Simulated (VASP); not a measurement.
# ZnO (P6_3mc) in VASP: notebook, part 2 of 2

VASP 6.6.1. The steps go on from the part before.

## Step 3: Single point, PBE (12.82 Å³/atom)

This run uses another cell than the first one, of 12.82 Å³/atom.

Contents of INCAR:

```
SYSTEM = ZnO
PREC = Accurate
ENCUT = 600
EDIFF = 1E-6
ISMEAR = 0
SIGMA = 0.05
LREAL = .FALSE.
LASPH = .TRUE.
NELM = 120
ALGO = Normal
ISIF = 2
LWAVE = .FALSE.
LCHARG = .FALSE.
GGA = PE
NBANDS = 26
GGA_COMPAT = .FALSE.
```

Contents of KPOINTS:

```
regular mesh
0
G
  12 12 8
  0 0 0
```

Contents of POSCAR:

```
ZnO
1.0
    3.3225955800      0.0000000000      0.0000000000
   -1.6612977900      2.8774521788      0.0000000000
    0.0000000000      0.0000000000      5.3631165736
Zn O
2 2
Direct
    0.3333333333      0.6666666667      0.0015089686
    0.6666666667      0.3333333333      0.5015089686
    0.3333333333      0.6666666667      0.3805910314
    0.6666666667      0.3333333333      0.8805910314
```

Potentials or basis: VASP PAW PBE potentials, release 64 (Zn, O).

Started as:

```bash
$ cat potpaw_PBE.64/Zn/POTCAR potpaw_PBE.64/O/POTCAR > POTCAR
$ mpirun -np 1 vasp_std > vasp.out
```

OUTCAR:

```text
SYSTEM = ZnO
   PREC = Accurate
   ENCUT = 600
   EDIFF = 1E-6
   ISMEAR = 0
   LREAL = .FALSE.
   LASPH = .TRUE.
   NELM = 120
   ISIF = 2
   GGA = PE

 ion  position               nearest neighbor table
   1  0.333  0.667  0.002-   4 2.02   4 2.02   4 2.02   3 2.03
   2  0.667  0.333  0.502-   3 2.02   3 2.02   3 2.02   4 2.03
   3  0.333  0.667  0.381-   2 2.02   2 2.02   2 2.02   1 2.03
   4  0.667  0.333  0.881-   1 2.02   1 2.02   1 2.02   2 2.03

  LATTYP: Found a hexagonal cell.
 ALAT       =     3.3225955800
 C/A-ratio  =     1.6141346259

  Lattice vectors:

 A1 = (   3.3225955800,   0.0000000000,   0.0000000000)
 A2 = (  -1.6612977900,   2.8774521788,   0.0000000000)
 A3 = (   0.0000000000,   0.0000000000,   5.3631165736)

Analysis of symmetry for initial positions (statically):
=====================================================================
 Subroutine PRICEL returns:
 Original cell was already a primitive cell.

 Routine SETGRP: Setting up the symmetry group for a
 hexagonal supercell.

 Subroutine GETGRP returns: Found 12 space group operations
 (whereof  6 operations were pure point group operations)
 out of a pool of 24 trial point group operations.

The static configuration has the point symmetry C_3v.
 The point group associated with its full space group is C_6v.

Analysis of symmetry for dynamics (positions and initial velocities):
=====================================================================
 Subroutine PRICEL returns:
 Original cell was already a primitive cell.

 Routine SETGRP: Setting up the symmetry group for a
 hexagonal supercell.

 Subroutine GETGRP returns: Found 12 space group operations
 (whereof  6 operations were pure point group operations)
 out of a pool of 24 trial point group operations.

The dynamic configuration has the point symmetry C_3v.
 The point group associated with its full space group is C_6v.

 Subroutine INISYM returns: Found 12 space group operations
 (whereof  6 operations are pure point group operations),
 and found     1 'primitive' translations

----------------------------------------------------------------------------------------

                                     Primitive cell

  volume of cell :      51.2747

  direct lattice vectors                    reciprocal lattice vectors
     3.322595580  0.000000000  0.000000000     0.300969521  0.173764834  0.000000000
    -1.661297790  2.877452179  0.000000000     0.000000000  0.347529668  0.000000000
     0.000000000  0.000000000  5.363116574     0.000000000  0.000000000  0.186458748

  length of vectors
     3.322595580  3.322595580  5.363116574     0.347529668  0.347529668  0.186458748

  position of ions in fractional coordinates (direct lattice)
     0.333333333  0.666666667  0.001508969
     0.666666667  0.333333333  0.501508969
     0.333333333  0.666666667  0.380591031
     0.666666667  0.333333333  0.880591031

  ion indices of the primitive-cell ions
   primitive index   ion index
                 1           1
                 2           2
                 3           3
                 4           4

----------------------------------------------------------------------------------------

 KPOINTS: regular mesh

Automatic generation of k-mesh.
 Grid dimensions read from file:
 generate k-points for:   12   12    8

 Generating k-lattice:

  Cartesian coordinates                     Fractional coordinates (reciprocal lattice)
     0.025080793  0.014480403  0.000000000     0.083333333  0.000000000  0.000000000
     0.000000000  0.028960806  0.000000000     0.000000000  0.083333333  0.000000000
     0.000000000  0.000000000  0.023307343     0.000000000  0.000000000  0.125000000

  Length of vectors
     0.028960806  0.028960806  0.023307343

  Shift w.r.t. Gamma in fractional coordinates (k-lattice)
     0.000000000  0.000000000  0.000000000

 Subroutine IBZKPT returns following result:
 ===========================================

 Found     95 irreducible k-points:

 Following reciprocal coordinates:
            Coordinates               Weight
  0.000000  0.000000  0.000000      1.000000
  0.083333  0.000000  0.000000      6.000000
  0.166667  0.000000  0.000000      6.000000
  0.250000  0.000000  0.000000      6.000000
  0.333333  0.000000  0.000000      6.000000
  0.416667  0.000000  0.000000      6.000000
[... 16 lines left out ...]
  0.250000  0.000000  0.125000     12.000000
  0.333333  0.000000  0.125000     12.000000
 [... further k-points ...]
   k-points           NKPTS =     95   k-points in BZ     NKDIM =     95   number of bands    NBANDS=     26
   number of dos      NEDOS =    301   number of ions     NIONS =      4
   total plane-waves  NPLWV =  37632
   dimension x,y,z NGX =    28 NGY =   28 NGZ =   48
   dimension x,y,z NGXF=    56 NGYF=   56 NGZF=   96
   ions per type =               2   2
   NGX,Y,Z   is equivalent  to a cutoff of  14.01, 14.01, 14.88 a.u.
   NGXF,Y,Z  is equivalent  to a cutoff of  28.02, 28.02, 29.76 a.u.
 SYSTEM =  ZnO
   PREC   = accura    normal or accurate (medium, high low for compatibility)
   ISTART =      0    job   : 0-new  1-cont  2-samecut
   ICHARG =      2    charge: 1-file 2-atom 10-const
   ISPIN  =      1    spin polarized calculation?
   LNONCOLLINEAR =      F non collinear calculations
   LSORBIT =      F    spin-orbit coupling
   LASPH  =      T    aspherical Exc in radial PAW
   ENCUT  =  600.0 eV  44.10 Ry    6.64 a.u.   6.64  6.64 10.71*2*pi/ulx,y,z
   NELM   =    120;   NELMIN=  2; NELMDL= -5     # of ELM steps
   EDIFF  = 0.1E-05   stopping-criterion for ELM
   LREAL  =      F    real-space projection
   EDIFFG = 0.1E-04   stopping-criterion for IOM
   NSW    =      0    number of steps for IOM
   IBRION =     -1    ionic relax: 0-MD 1-quasi-New 2-CG
   NFREE  =      0    steps in history (QN), initial steepest desc. (CG)
   ISIF   =      2    stress and relaxation
   ISYM   =      2    0-nonsym 1-usesym 2-fastsym
   POTIM  = 0.5000    time-step for ionic-motion
   TEBEG  =    0.0;   TEEND  =   0.0 temperature during run
   PSTRESS=    0.0 pullay stress
   NELECT =      36.0000    total number of electrons
   NUPDOWN=      -1.0000    fix difference up-down
   EMIN   =  10.00;   EMAX   =-10.00  energy-range for DOS
   EFERMI =   0.00;   METHOD = LEGACY
   ISMEAR =     0;   SIGMA  =   0.05  broadening in eV -4-tet -1-fermi 0-gaus
   EFERMI_NEDOS =   21; number of points for ismear=-14 and -15
   IALGO  =     38    algorithm
   IMIX   =      4    mixing-type and parameters
     AMIX     =   0.40;   BMIX     =  1.00
     AMIX_MAG =   1.60;   BMIX_MAG =  1.00
  volume/ion in A,a.u.               =      12.82        86.50
  Fermi-wavevector in a.u.,A,eV,Ry     =   1.455039  2.749626 28.805429  2.117139
  Thomas-Fermi vector in A             =   2.572120
   LORBIT       =      0    0 simple, 1 ext, 2 COOP (PROOUT), +10 PAW based schemes
   GGA     = PE    functional components
   LHFCALC =     F    Hartree Fock is set to
   AEXX    =    0.0000 exact exchange contribution
   IVDW    =     0    specifies the selected vdW correction
   LEPSILON=     F    determine dielectric tensor
   LRPA    =     F    only Hartree local field effects (RPA)
 non-spin polarized calculation
 Gauss-broadening in eV      SIGMA  =   0.05
  energy-cutoff  :      600.00
  volume of cell :       51.27
 maximum number of plane-waves:      1743
 NGX is ok and might be reduce to    28
   NGX = 13   NGY = 13   NGZ = 21

 number of electron      36.0000005 magnetization

 Free energy of the ion-electron system (eV)
  ---------------------------------------------------
  ext. energy  EPLUGINS =         0.00000000
  ---------------------------------------------------
  free energy    TOTEN  =       -17.84683489 eV

  energy without entropy =      -17.84683489  energy(sigma->0) =      -17.84683489

 E-fermi :   0.8610     XC(G=0): -10.5205

 val. band max:        0.5615960635   @ k =   0.0000   0.0000   0.0000
 cond. band min:       1.2314391158   @ k =   0.0000   0.0000   0.0000
 fundamental gap:      0.6698430523
 Fermi energy:         0.8609624170

 k-point     1 :       0.0000    0.0000    0.0000
  band No.  band energies     occupation
      1     -16.9646      2.00000
      2     -16.3526      2.00000
      3      -4.8129      2.00000
      4      -4.8129      2.00000
      5      -4.7782      2.00000
      6      -4.6432      2.00000
[... 685 lines left out ...]
     25      13.5584      0.00000
     26      14.1011      0.00000

 [... further k-points ...]

------------------------ aborting loop because EDIFF is reached ----------------------------------------

  FORCE on cell =-STRESS in cart. coord.  units (eV):
  Direction    XX          YY          ZZ          XY          YZ          ZX
  --------------------------------------------------------------------------------------
  -------------------------------------------------------------------------------------
  Total       -1.2934762     -1.2934762     -1.2831530      0.0000000     -0.0000000     -0.0000000
  in kB      -40.4171954    -40.4171954    -40.0946283      0.0000000     -0.0000000     -0.0000000
  external PRESSURE =     -40.3096730 kB  Pullay stress =       0.0000000 kB

 VOLUME and BASIS-vectors are now :
 -----------------------------------------------------------------------------
  energy-cutoff  :      600.00
  volume of cell :       51.27
      direct lattice vectors                 reciprocal lattice vectors
     3.322595580  0.000000000  0.000000000     0.300969521  0.173764834  0.000000000
    -1.661297790  2.877452179  0.000000000     0.000000000  0.347529668  0.000000000
     0.000000000  0.000000000  5.363116574     0.000000000  0.000000000  0.186458748

 POSITION                                       TOTAL-FORCE (eV/Angst)
 -----------------------------------------------------------------------------------
     -0.00000      1.91830      0.00809        -0.000000      0.000000     -0.000378
      1.66130      0.95915      2.68965         0.000000     -0.000000     -0.000378
     -0.00000      1.91830      2.04115        -0.000000     -0.000000      0.000378
      1.66130      0.95915      4.72271        -0.000000      0.000000      0.000378
 -----------------------------------------------------------------------------------
    total drift:                               -0.000000      0.000000     -0.000271

  FREE ENERGIE OF THE ION-ELECTRON SYSTEM (eV)
  ---------------------------------------------------
  free  energy   TOTEN  =       -17.8468348896 eV

  energy  without entropy=      -17.8468348896  energy(sigma->0) =      -17.84683489
```

OSZICAR:

```text
N       E                     dE             d eps       ncg     rms          rms(c)
DAV:   1     0.315868738082E+03    0.31587E+03   -0.19752E+04  4972   0.218E+03
DAV:   2     0.149169490645E+02   -0.30095E+03   -0.28185E+03  5192   0.435E+02
DAV:   3    -0.203136598391E+02   -0.35231E+02   -0.34715E+02  5532   0.147E+02
DAV:   4    -0.210975769665E+02   -0.78392E+00   -0.78172E+00  5516   0.224E+01
DAV:   5    -0.211016161525E+02   -0.40392E-02   -0.40389E-02  5378   0.166E+00    0.134E+01
DAV:   6    -0.176971182142E+02    0.34045E+01   -0.69351E+00  7908   0.641E+01    0.797E+00
DAV:   7    -0.178872877922E+02   -0.19017E+00   -0.29426E+00  5176   0.175E+01    0.483E+00
DAV:   8    -0.178941546962E+02   -0.68669E-02   -0.53879E-01  6622   0.721E+00    0.162E+00
DAV:   9    -0.178445514130E+02    0.49603E-01   -0.10506E-01  7178   0.637E+00    0.300E-01
DAV:  10    -0.178466733483E+02   -0.21219E-02   -0.31914E-02  5002   0.141E+00    0.116E-01
DAV:  11    -0.178468520270E+02   -0.17868E-03   -0.10744E-03  5534   0.766E-01    0.697E-02
DAV:  12    -0.178468211762E+02    0.30851E-04   -0.28408E-04  6840   0.490E-01    0.166E-02
DAV:  13    -0.178468399744E+02   -0.18798E-04   -0.59836E-05  5120   0.700E-02    0.189E-02
DAV:  14    -0.178468352264E+02    0.47480E-05   -0.14242E-05  5678   0.332E-02    0.275E-03
DAV:  15    -0.178468348896E+02    0.33681E-06   -0.84716E-07  3490   0.141E-02
   1 F= -.17846835E+02 E0= -.17846835E+02  d E =-.132601E-19
```

Wall time 4.2 min (1 thread of Intel Xeon 8259CL, shared host); peak memory 0.27 GiB.

Results:

| Item | Value |
| --- | --- |
| Free energy | -17.8468 eV |
| Pressure | -4.0 GPa |
| Band gap on the k mesh | 0.67 eV |

Caveat: the cell stands under tension. A hybrid or GW would open this gap; PBE tends to underestimate it.
